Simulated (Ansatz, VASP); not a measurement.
## Sc6H in VASP and in Ansatz

The input INCAR:

```
SYSTEM = Sc6H
PREC     = Accurate       ! precision mode
ENCUT    = 500            ! plane-wave cutoff, eV
EDIFF    = 1E-7           ! SCF threshold, eV
ISMEAR   = 0              ! smearing method
SIGMA    = 0.1            ! smearing width, eV
LREAL    = .FALSE.        ! projectors in reciprocal space
LASPH    = .TRUE.         ! aspherical terms in the spheres
NELM     = 120            ! most SCF steps
ALGO     = Normal         ! electronic algorithm
ISIF     = 3              ! what is computed and relaxed
LWAVE    = .FALSE.        ! write WAVECAR
LCHARG   = .FALSE.        ! write CHGCAR
GGA      = PE             ! functional
IBRION   = 2              ! ionic algorithm
NSW      = 90             ! ionic steps
EDIFFG   = -0.025         ! ionic threshold
GGA_COMPAT= .FALSE.      
NELMIN   = 4            
KPAR     = 4
```

The input KPOINTS:

```
Automatic mesh
0
G
  8 8 6
  0 0 0
```

Contents of POSCAR:

```
Sc6H
1.0
    4.4265653403     -2.5592309321      0.0023926497
    4.4201213843      2.5480373008      0.0023866289
   -0.0035272243     -0.0000031482      6.4739452318
Sc H
6 1
Direct
    0.3354231601      0.3323797077      0.5012381308
    0.3354237232      0.3323789114      0.9987522480
    0.0000000000      0.0000000000      0.2500000000
    0.0000000000      0.0000000000      0.7500000000
    0.6645768399      0.6676202923     -0.0012381308
    0.6645762768      0.6676210886      0.5012477520
    0.0000000000      0.5000000000      0.2500000000
```

Input for Ansatz:

```yaml
crystal:
  lattice:
    - [4.4265653403, -2.5592309321, 0.0023926497]
    - [4.4201213843, 2.5480373008, 0.0023866289]
    - [-0.0035272243, -3.1482e-06, 6.4739452318]
  atoms:
    - { symbol: Sc, position: [0.3354231601, 0.3323797077, 0.5012381308] }
    - { symbol: Sc, position: [0.3354237232, 0.3323789114, 0.998752248] }
    - { symbol: Sc, position: [0.0, 0.0, 0.25] }
    - { symbol: Sc, position: [0.0, 0.0, 0.75] }
    - { symbol: Sc, position: [0.6645768399, 0.6676202923, -0.0012381308] }
    - { symbol: Sc, position: [0.6645762768, 0.6676210886, 0.501247752] }
    - { symbol: H, position: [0.0, 0.5, 0.25] }
basis:
  ecutwfc: 420
kpoints:
  mp_grid: { grid: [8, 8, 6] }
hamiltonian:
  xc: pbe
scf:
  occupations: { method: gaussian, width: 0.1 }
output:
  forces: true
  stress: true
  eigenvalues: true
relax:
  adjacent_minimum: "off"
  f_tol: 0.025
  max_steps: 70
  cell: { stress_tol: 0.12 }
```

Alike in both runs: task relaxation of cell and atoms; functional PBE; k mesh 8 × 8 × 6; occupations gaussian, width 0.1 eV; no spin polarisation.

|  | VASP | Ansatz |
| --- | --- | --- |
| version | VASP 6.6.1 | Ansatz 0.2.0 |
| potentials or method | VASP PAW PBE potentials, release 64 (Sc_sv, H), cutoff 500 eV | scalar-relativistic, plane waves, PAW |
| valence electrons in the cell | 67 | 67 |

VASP gave:

* gap on the k mesh at the Fermi level, each at its own relaxed structure (eV): none
* relaxed volume (Å³/atom): 20.94
* relaxed cell length with the largest relative difference (Å): 6.474

Which values does Ansatz return?

gap on the k mesh at the Fermi level, each at its own relaxed structure (eV): none; relaxed volume (Å³/atom): 20.92; relaxed cell length with the largest relative difference (Å): 6.469.

A gap of «none» marks a metal or a gap that the smearing closes. Ansatz's warnings: structure snapped to symmetry.
